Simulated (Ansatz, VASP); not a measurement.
# MoH6: VASP beside Ansatz

```xyz
7
Lattice="2.2187 -2.2006 -0.0012 2.2187 2.2006 -0.0012 -1.3473 0.0000 5.6415" Properties=species:S:1:pos:R:3 pbc="T T T"
H     1.7785   -1.1040    4.2637
H     1.7785    1.1040    4.2637
H     3.8755    0.0000    1.3577
H     1.0508    0.0000    5.6009
H     1.0563   -0.9261    0.6771
H     1.0563    0.9261    0.6771
Mo    2.7164    0.0000    5.3375
```

Alike in both runs: functional PBE; k mesh 12 × 12 × 8; occupations gaussian, width 0.02 eV; no spin polarisation.

Ansatz relaxed the structure, and its values are those at the end. VASP's run is a single point on that final structure, the one shown.

```csv
,VASP,Ansatz
version,VASP 6.6.1,Ansatz 0.2.0
potentials or method,"VASP PAW PBE potentials, release 64 (H, Mo_sv), cutoff 520 eV","scalar-relativistic, plane waves, PAW"
valence electrons in the cell,20,20
```

```tsv
	VASP	Ansatz	Ansatz less VASP
gap on the k mesh at the Fermi level (eV)	0.16	0.16	0.000
least direct gap on the mesh (eV)	0.32	0.32	0.000
pressure (GPa)	0.0	0.0	+0.03
rms of the force components (eV/Å)	0.007	0.002	-0.0049
```

The functional is the same, so the differences come from potentials, cutoffs and numerics.
